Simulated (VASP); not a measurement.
# ZnO (zincite) (P6_3mc) in VASP: single point with PBE

Aim: the single point of ZnO (zincite) with PBE.

All numbers are computed with VASP 6.6.1; they aren't measurements. Logs are shortened: lines on timing, memory, paths and dates and some standing lists are left out, and cuts for length are marked.

### 1 The cell of the first run

It takes space group P6_3mc (No. 186, hexagonal). Conventional cell: a = 3.249 Å, b = 3.249 Å, c = 5.206 Å, α = 90.00°, β = 90.00°, γ = 120.00°. Within 2.6 Å of Zn (site symmetry 3m) lie 4 O at 1.97 to 1.98 Å. Within 2.6 Å of O (site symmetry 3m) lie 4 Zn at 1.97 to 1.98 Å.

### 2 Single point, PBE

INCAR reads:

```
SYSTEM = ZnO
  PREC = Accurate
  ENCUT = 600
  EDIFF = 1E-6
  ISMEAR = -1
  SIGMA = 0.02
  LREAL = .False.
  LASPH = .True.
  NELM = 120
  ALGO = Normal
  ISIF = 2
  LWAVE = .False.
  LCHARG = .False.
  GGA = PE
  NBANDS = 26
  GGA_COMPAT = .False.
```

KPOINTS reads:

```
regular mesh
0
Gamma
  5 5 3
  0 0 0
```

POSCAR reads:

```
ZnO
1.0
    3.2493080000      0.0000000000      0.0000000000
   -1.6246540000      2.8139832700      0.0000000000
    0.0000000000      0.0000000000      5.2057090000
Zn O
2 2
Direct
    0.3333333339      0.6666666679      0.5000000000
    0.6666666661      0.3333333321      0.0000000000
    0.6666666661      0.3333333321      0.3790100004
    0.3333333339      0.6666666679      0.8790100004
```

Potentials or basis: VASP PAW PBE potentials, release 64 (Zn, O).

The run is started by

```console
$ cat potpaw_PBE.64/Zn/POTCAR potpaw_PBE.64/O/POTCAR > POTCAR
$ mpirun -np 1 vasp_std > vasp.out
```

OUTCAR:

```text
SYSTEM = ZnO
   PREC = Accurate
   ENCUT = 600
   EDIFF = 1E-6
   ISMEAR = -1
   LREAL = .False.
   LASPH = .True.
   NELM = 120
   ISIF = 2
   GGA = PE

 ion  position               nearest neighbor table
   1  0.333  0.667  0.500-   4 1.97   3 1.98   3 1.98   3 1.98
   2  0.667  0.333  0.000-   3 1.97   4 1.98   4 1.98   4 1.98
   3  0.667  0.333  0.379-   2 1.97   1 1.98   1 1.98   1 1.98
   4  0.333  0.667  0.879-   1 1.97   2 1.98   2 1.98   2 1.98

  LATTYP: Found a hexagonal cell.
 ALAT       =     3.2493080000
 C/A-ratio  =     1.6020977390

  Lattice vectors:

 A1 = (   3.2493080000,   0.0000000000,   0.0000000000)
 A2 = (  -1.6246540000,   2.8139832700,   0.0000000000)
 A3 = (   0.0000000000,   0.0000000000,   5.2057090000)

Analysis of symmetry for initial positions (statically):
=====================================================================
 Subroutine PRICEL returns:
 Original cell was already a primitive cell.

 Routine SETGRP: Setting up the symmetry group for a
 hexagonal supercell.

 Subroutine GETGRP returns: Found 12 space group operations
 (whereof  6 operations were pure point group operations)
 out of a pool of 24 trial point group operations.

The static configuration has the point symmetry C_3v.
 The point group associated with its full space group is C_6v.

Analysis of symmetry for dynamics (positions and initial velocities):
=====================================================================
 Subroutine PRICEL returns:
 Original cell was already a primitive cell.

 Routine SETGRP: Setting up the symmetry group for a
 hexagonal supercell.

 Subroutine GETGRP returns: Found 12 space group operations
 (whereof  6 operations were pure point group operations)
 out of a pool of 24 trial point group operations.

The dynamic configuration has the point symmetry C_3v.
 The point group associated with its full space group is C_6v.

 Subroutine INISYM returns: Found 12 space group operations
 (whereof  6 operations are pure point group operations),
 and found     1 'primitive' translations

----------------------------------------------------------------------------------------

                                     Primitive cell

  volume of cell :      47.5984

  direct lattice vectors                    reciprocal lattice vectors
     3.249308000  0.000000000  0.000000000     0.307757836  0.177684070  0.000000000
    -1.624654000  2.813983270  0.000000000     0.000000000  0.355368140  0.000000000
     0.000000000  0.000000000  5.205709000     0.000000000  0.000000000  0.192096792

  length of vectors
     3.249308000  3.249307998  5.205709000     0.355368140  0.355368140  0.192096792

  position of ions in fractional coordinates (direct lattice)
     0.333333334  0.666666668  0.500000000
     0.666666666  0.333333332  0.000000000
     0.666666666  0.333333332  0.379010000
     0.333333334  0.666666668  0.879010000

  ion indices of the primitive-cell ions
   primitive index   ion index
                 1           1
                 2           2
                 3           3
                 4           4

----------------------------------------------------------------------------------------

 KPOINTS: regular mesh

Automatic generation of k-mesh.
 Grid dimensions read from file:
 generate k-points for:    5    5    3

 Generating k-lattice:

  Cartesian coordinates                     Fractional coordinates (reciprocal lattice)
     0.061551567  0.035536814  0.000000000     0.200000000  0.000000000  0.000000000
     0.000000000  0.071073628  0.000000000     0.000000000  0.200000000  0.000000000
     0.000000000  0.000000000  0.064032264     0.000000000  0.000000000  0.333333333

  Length of vectors
     0.071073628  0.071073628  0.064032264

  Shift w.r.t. Gamma in fractional coordinates (k-lattice)
     0.000000000  0.000000000  0.000000000

 Subroutine IBZKPT returns following result:
 ===========================================

 Found     10 irreducible k-points:

 Following reciprocal coordinates:
            Coordinates               Weight
  0.000000  0.000000  0.000000      1.000000
  0.200000  0.000000  0.000000      6.000000
  0.400000  0.000000  0.000000      6.000000
  0.200000  0.200000  0.000000      6.000000
  0.400000  0.200000  0.000000      6.000000
  0.000000  0.000000  0.333333      2.000000
  0.200000  0.000000  0.333333     12.000000
  0.400000  0.000000  0.333333     12.000000
  0.200000  0.200000  0.333333     12.000000
  0.400000  0.200000  0.333333     12.000000
   k-points           NKPTS =     10   k-points in BZ     NKDIM =     10   number of bands    NBANDS=     26
   number of dos      NEDOS =    301   number of ions     NIONS =      4
   total plane-waves  NPLWV =  32928
   dimension x,y,z NGX =    28 NGY =   28 NGZ =   42
   dimension x,y,z NGXF=    56 NGYF=   56 NGZF=   84
   ions per type =               2   2
   NGX,Y,Z   is equivalent  to a cutoff of  14.33, 14.33, 13.41 a.u.
   NGXF,Y,Z  is equivalent  to a cutoff of  28.65, 28.65, 26.83 a.u.
 SYSTEM =  ZnO
   PREC   = accura    normal or accurate (medium, high low for compatibility)
   ISTART =      0    job   : 0-new  1-cont  2-samecut
   ICHARG =      2    charge: 1-file 2-atom 10-const
   ISPIN  =      1    spin polarized calculation?
   LNONCOLLINEAR =      F non collinear calculations
   LSORBIT =      F    spin-orbit coupling
   LASPH  =      T    aspherical Exc in radial PAW
   ENCUT  =  600.0 eV  44.10 Ry    6.64 a.u.   6.49  6.49 10.40*2*pi/ulx,y,z
   NELM   =    120;   NELMIN=  2; NELMDL= -5     # of ELM steps
   EDIFF  = 0.1E-05   stopping-criterion for ELM
   LREAL  =      F    real-space projection
   EDIFFG = 0.1E-04   stopping-criterion for IOM
   NSW    =      0    number of steps for IOM
   IBRION =     -1    ionic relax: 0-MD 1-quasi-New 2-CG
   NFREE  =      0    steps in history (QN), initial steepest desc. (CG)
   ISIF   =      2    stress and relaxation
   ISYM   =      2    0-nonsym 1-usesym 2-fastsym
   POTIM  = 0.5000    time-step for ionic-motion
   TEBEG  =    0.0;   TEEND  =   0.0 temperature during run
   PSTRESS=    0.0 pullay stress
   NELECT =      36.0000    total number of electrons
   NUPDOWN=      -1.0000    fix difference up-down
   EMIN   =  10.00;   EMAX   =-10.00  energy-range for DOS
   EFERMI =   0.00;   METHOD = LEGACY
   ISMEAR =    -1;   SIGMA  =   0.02  broadening in eV -4-tet -1-fermi 0-gaus
   EFERMI_NEDOS =   21; number of points for ismear=-14 and -15
   IALGO  =     38    algorithm
   IMIX   =      4    mixing-type and parameters
     AMIX     =   0.40;   BMIX     =  1.00
     AMIX_MAG =   1.60;   BMIX_MAG =  1.00
  volume/ion in A,a.u.               =      11.90        80.30
  Fermi-wavevector in a.u.,A,eV,Ry     =   1.491574  2.818667 30.270160  2.224794
  Thomas-Fermi vector in A             =   2.604212
   LORBIT       =      0    0 simple, 1 ext, 2 COOP (PROOUT), +10 PAW based schemes
   GGA     = PE    functional components
   LHFCALC =     F    Hartree Fock is set to
   AEXX    =    0.0000 exact exchange contribution
   IVDW    =     0    specifies the selected vdW correction
   LEPSILON=     F    determine dielectric tensor
   LRPA    =     F    only Hartree local field effects (RPA)
 non-spin polarized calculation
  energy-cutoff  :      600.00
  volume of cell :       47.60
 maximum number of plane-waves:      1605
 NGX is ok and might be reduce to    28
   NGX = 13   NGY = 13   NGZ = 21

 number of electron      36.0000008 magnetization

 Free energy of the ion-electron system (eV)
  ---------------------------------------------------
  ext. energy  EPLUGINS =         0.00000000
  ---------------------------------------------------
  free energy    TOTEN  =       -17.81857912 eV

  energy without entropy =      -17.81857912  energy(sigma->0) =      -17.81857912

 E-fermi :   1.6096     XC(G=0): -10.9093

 val. band max:        1.2048708323   @ k =   0.0000   0.0000   0.0000
 cond. band min:       1.9927761935   @ k =   0.0000   0.0000   0.0000
 fundamental gap:      0.7879053612
 Fermi energy:         1.6095697774

 k-point     1 :       0.0000    0.0000    0.0000
  band No.  band energies     occupation
      1     -16.8834      2.00000
      2     -16.1517      2.00000
      3      -4.4848      2.00000
      4      -4.4848      2.00000
      5      -4.4458      2.00000
      6      -4.4236      2.00000
[... 18 lines left out ...]
     25      15.3289      0.00000
     26      15.3289      0.00000

 k-point     2 :       0.2000    0.0000    0.0000
  band No.  band energies     occupation
      1     -16.6794      2.00000
      2     -16.0686      2.00000
      3      -4.6832      2.00000
      4      -4.3829      2.00000
      5      -4.3760      2.00000
      6      -4.2813      2.00000
[... 18 lines left out ...]
     25      14.9912      0.00000
     26      15.4876      0.00000

 k-point     3 :       0.4000    0.0000    0.0000
  band No.  band energies     occupation
      1     -16.2882      2.00000
      2     -15.9740      2.00000
      3      -4.7745      2.00000
      4      -4.4723      2.00000
      5      -4.2480      2.00000
      6      -3.9698      2.00000
[... 18 lines left out ...]
     25      14.4854      0.00000
     26      15.3425      0.00000

 k-point     4 :       0.2000    0.2000    0.0000
  band No.  band energies     occupation
      1     -16.3766      2.00000
      2     -15.9825      2.00000
      3      -4.6358      2.00000
      4      -4.5031      2.00000
      5      -4.2220      2.00000
      6      -4.1383      2.00000
[... 18 lines left out ...]
     25      13.2347      0.00000
     26      16.2118      0.00000

 k-point     5 :       0.4000    0.2000    0.0000
  band No.  band energies     occupation
      1     -16.1265      2.00000
      2     -15.9853      2.00000
      3      -4.5787      2.00000
      4      -4.2562      2.00000
      5      -4.1232      2.00000
      6      -4.0133      2.00000
[... 18 lines left out ...]
     25      13.9131      0.00000
     26      14.4979      0.00000

 k-point     6 :       0.0000    0.0000    0.3333
  band No.  band energies     occupation
      1     -16.7079      2.00000
      2     -16.3422      2.00000
      3      -4.6900      2.00000
      4      -4.6175      2.00000
      5      -4.4549      2.00000
      6      -4.4549      2.00000
[... 18 lines left out ...]
     25      14.7151      0.00000
     26      14.7151      0.00000

 k-point     7 :       0.2000    0.0000    0.3333
  band No.  band energies     occupation
      1     -16.5294      2.00000
      2     -16.2237      2.00000
      3      -4.7896      2.00000
      4      -4.7091      2.00000
      5      -4.3296      2.00000
      6      -4.3233      2.00000
[... 18 lines left out ...]
     25      14.4541      0.00000
     26      14.9340      0.00000

 k-point     8 :       0.4000    0.0000    0.3333
  band No.  band energies     occupation
      1     -16.2042      2.00000
      2     -16.0467      2.00000
      3      -4.8949      2.00000
      4      -4.7826      2.00000
      5      -4.1502      2.00000
      6      -4.0343      2.00000
[... 18 lines left out ...]
     25      14.6583      0.00000
     26      15.0893      0.00000

 k-point     9 :       0.2000    0.2000    0.3333
  band No.  band energies     occupation
      1     -16.2744      2.00000
      2     -16.0769      2.00000
      3      -4.7812      2.00000
      4      -4.7001      2.00000
      5      -4.2325      2.00000
      6      -4.2180      2.00000
[... 18 lines left out ...]
     25      13.8663      0.00000
     26      15.9090      0.00000

 k-point    10 :       0.4000    0.2000    0.3333
  band No.  band energies     occupation
      1     -16.0835      2.00000
      2     -16.0126      2.00000
      3      -4.6686      2.00000
      4      -4.5698      2.00000
      5      -4.2623      2.00000
      6      -4.0371      2.00000
[... 18 lines left out ...]
     25      15.0546      0.00000
     26      15.7250      0.00000

------------------------ aborting loop because EDIFF is reached ----------------------------------------

  FORCE on cell =-STRESS in cart. coord.  units (eV):
  Direction    XX          YY          ZZ          XY          YZ          ZX
  --------------------------------------------------------------------------------------
  -------------------------------------------------------------------------------------
  Total        1.5598680      1.5598680      2.0607874      0.0000000     -0.0000000      0.0000000
  in kB       52.5056627     52.5056626     69.3667743      0.0000000     -0.0000000      0.0000000
  external PRESSURE =      58.1260332 kB  Pullay stress =       0.0000000 kB

 VOLUME and BASIS-vectors are now :
 -----------------------------------------------------------------------------
  energy-cutoff  :      600.00
  volume of cell :       47.60
      direct lattice vectors                 reciprocal lattice vectors
     3.249308000  0.000000000  0.000000000     0.307757836  0.177684070  0.000000000
    -1.624654000  2.813983270  0.000000000     0.000000000  0.355368140  0.000000000
     0.000000000  0.000000000  5.205709000     0.000000000  0.000000000  0.192096792

 POSITION                                       TOTAL-FORCE (eV/Angst)
 -----------------------------------------------------------------------------------
     -0.00000      1.87599      2.60285         0.000000     -0.000000     -0.073921
      1.62465      0.93799      0.00000        -0.000000      0.000000     -0.073921
      1.62465      0.93799      1.97302        -0.000000      0.000000      0.073921
     -0.00000      1.87599      4.57587         0.000000     -0.000000      0.073921
 -----------------------------------------------------------------------------------
    total drift:                                0.000000     -0.000004     -0.001365

  FREE ENERGIE OF THE ION-ELECTRON SYSTEM (eV)
  ---------------------------------------------------
  free  energy   TOTEN  =       -17.8185791224 eV

  energy  without entropy=      -17.8185791223  energy(sigma->0) =      -17.81857912
```

It took 13 s on 1 thread of Intel Xeon 6975P-C (Granite Rapids), shared host; peak memory 0.17 GiB.

What came out:

| Quantity | Value |
| --- | --- |
| Free energy | -17.8186 eV |
| Pressure | 5.8 GPa |
| Largest force | 0.074 eV/Å |
| Band gap on the k mesh | 0.79 eV, direct |

Forces in eV/Å, atoms in the order of the input:
```
Zn   0.000  0.000 -0.074
Zn   0.000  0.000 -0.074
O    0.000  0.000  0.074
O    0.000  0.000  0.074
```

Stress tensor (GPa, compression positive):
```
5.25 0.00 0.00
0.00 5.25 0.00
0.00 0.00 6.94
```

Levels at points of the mesh, in eV from the valence-band top:
| k point | band 15 | band 16 | band 17 | band 18 | band 19 | band 20 | band 21 | band 22 |
| --- | --- | --- | --- | --- | --- | --- | --- | --- |
| (0.00, 0.00, 0.00) | -0.81 | -0.07 | 0.00 | 0.00 | 0.79 | 5.21 | 8.26 | 12.85 |

Caveat: the k points lie up to 0.45 Å⁻¹ apart.
